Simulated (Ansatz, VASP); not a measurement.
# Two plane-wave programs on CsCl

The input POSCAR:

```
CsCl
1.0
    4.2552694960      0.0000000000      0.0000000000
    0.0000000000      4.2552694960      0.0000000000
    0.0000000000      0.0000000000      4.2552694960
Cs Cl
1 1
Direct
    0.0000000000      0.0000000000      0.0000000000
    0.5000000000      0.5000000000      0.5000000000
```

File INCAR.step1:

```
ALGO = Normal
EDIFF = 1E-5
ENCUT = 400
GGA = PE
GGA_COMPAT = F
ISIF = 2
ISMEAR = -1
LASPH = T
LCHARG = F
LREAL = F
LWAVE = T
NBANDS = 15
NELM = 120
PREC = Accurate
SIGMA = 0.05
```

The input INCAR.step2:

```
ALGO = Normal
EDIFF = 1E-6
ENCUT = 400
GGA = PE
GGA_COMPAT = F
HFSCREEN = 0.2079
ISIF = 2
ISMEAR = -1
ISTART = 1
LASPH = T
LCHARG = F
LHFCALC = T
LREAL = F
LWAVE = F
NBANDS = 15
NELM = 120
PREC = Accurate
PRECFOCK = Normal
SIGMA = 0.05
```

File KPOINTS:

```
k-points
0
Gamma
  4 4 4
```

Input for Ansatz:

```yaml
crystal:
  lattice:
    - [4.255269496045, 0.0, 0.0]
    - [0.0, 4.255269496045, 0.0]
    - [0.0, 0.0, 4.255269496045]
  atoms:
    - { symbol: Cs, position: [0.0, 0.0, 0.0] }
    - { symbol: Cl, position: [0.5, 0.5, 0.5] }
kpoints:
  mp_grid: { grid: [4, 4, 4] }
hamiltonian:
  xc: hse06
  pseudopotentials: { kind: paw }
scf:
  occupations: { method: fermi_dirac, width: 0.05 }
  convergence: { dr2_threshold: "1e-10 eV" }
  exx: { energy_threshold: "2e-8 eV", singularity: regularized }
output:
  forces: true
  stress: true
  eigenvalues: true
```

Alike in both runs: task single point; functional HSE06; k mesh 4 × 4 × 4; occupations fermi-dirac, width 0.05 eV; no spin polarisation.

```csv
,VASP,Ansatz
version,VASP 6.6.1,Ansatz 0.2.0 development build
potentials or method,"VASP PAW PBE potentials, release 64 (Cs_sv, Cl)","plane waves, PAW datasets (generated soft set 1)"
plane-wave cutoff (eV),400,420
valence electrons in the cell,16,16
```

|  | VASP | Ansatz | Ansatz less VASP |
| --- | --- | --- | --- |
| gap on the k mesh at the Fermi level (eV) | 6.14 | 6.15 | +0.010 |

With one functional, cell and mesh, what is left measures potentials, basis and numerics.

Neither program's run includes spin-orbit coupling.
